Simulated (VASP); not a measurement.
Write the native input for VASP 6.6.1 that does the following.

- Task: electric field gradients
- Functional: PBEsol
- Potentials or basis: VASP PAW PBE potentials, release 64 (Pb_d, Se)
- Cutoff: 520 eV
- k mesh: 7 × 7 × 7
- Occupations: fermi-dirac, width 0.02 eV
- Spin: no spin polarisation
- Dipole correction: no
- Further INCAR settings: ALGO = Normal; EDIFF = 1e-08; NBANDS = 17

The structure of PbSe lies in POSCAR:

```
PbSe
1.0
    0.0000000000      3.0927715000      3.0621500000
    3.0927715000      0.0000000000      3.0621500000
    3.0927715000      3.0927715000      0.0000000000
Pb Se
1 1
Direct
    0.0000000000      0.0000000000      0.0000000000
    0.5000000000      0.5000000000      0.5000000000
```

This cell differs from its parent crystal: equal xx and yy strain of +1 %.

The input as run:

INCAR

```
PREC = Accurate ; ENCUT = 520
EDIFF = 1E-8 ; ISMEAR = -1
SIGMA = 0.02 ; LREAL = False
LASPH = True ; NELM = 80
ALGO = Normal ; ISIF = 2
LWAVE = False ; LCHARG = False
GGA = PS ; LEFG = True
NBANDS = 17
```

KPOINTS

```
regular mesh
0
Gamma
  7 7 7
```

Potentials or basis: VASP PAW PBE potentials, release 64 (Pb_d, Se).

Run with:

```console
$ cat potpaw_PBE.64/Pb_d/POTCAR potpaw_PBE.64/Se/POTCAR > POTCAR
$ mpirun -np 1 vasp_std > vasp.out
```

It gave:

The pressure is -1.6 GPa and the band gap on the k mesh is 0.84 eV, direct.

Caveat: the cell differs from its parent crystal (equal xx and yy strain of +1 %); without QUAD_EFG the Cq values of the log hold for a quadrupole moment of 1 mb, not for the nuclei; the PAW data sets were made with another functional, which shifts forces and pressure a little; spin-orbit coupling is left out, which moves the levels of the heavy elements.

It took 30 s on 1 thread of AMD EPYC 7R13 Processor (Zen 3), on a shared host, peak memory 0.17 GiB.
